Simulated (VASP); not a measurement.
# P: single point with PBE

The system is P.

```
P
1.0
     0.00000    2.02188    2.02188
     2.02188    0.00000    2.02188
     2.02188    2.02188    0.00000
P
2
Direct
  0.87500 0.87500 0.87500
  0.12500 0.12500 0.12500
```

This cell differs from its parent crystal: volume scaled by 0.4.

```yaml
Program: VASP 6.6.1
Task: single point
Functional: PBE
Potentials_or_basis: VASP PAW PBE potentials, release 64 (P)
Cutoff: 520 eV
k_mesh: 12 × 12 × 12
Occupations: fermi-dirac, width 0.1 eV
Spin: no spin polarisation
Dipole_correction: no
Further_INCAR_settings: ALGO = Normal; EDIFF = 1e-06; NBANDS = 12
```

| Item | Value |
| --- | --- |
| Pressure | 353.4 GPa |
| Band gap on the k mesh | zero (band 5 reaches 20.77 eV, above the bottom of band 6 at 15.00 eV) |

Levels at points of the mesh, in eV from the Fermi level:
```tsv
k point	band 2	band 3	band 4	band 5	band 6	band 7	band 8	band 9
(0.00, 0.00, 0.00)	-4.07	-4.07	-4.07	-0.26	-0.26	-0.26	6.16	6.16
(0.50, 0.00, 0.00)	-16.32	-5.97	-5.97	-0.13	-0.13	0.86	7.60	11.29
(0.50, 0.50, 0.00)	-16.09	-9.28	-9.28	-4.21	-4.21	12.14	12.14	14.93
```

Wall time 23 s on 1 thread of AMD EPYC 7R43 64-Core Processor (Zen 3) (shared host), peak memory 0.1 GiB.
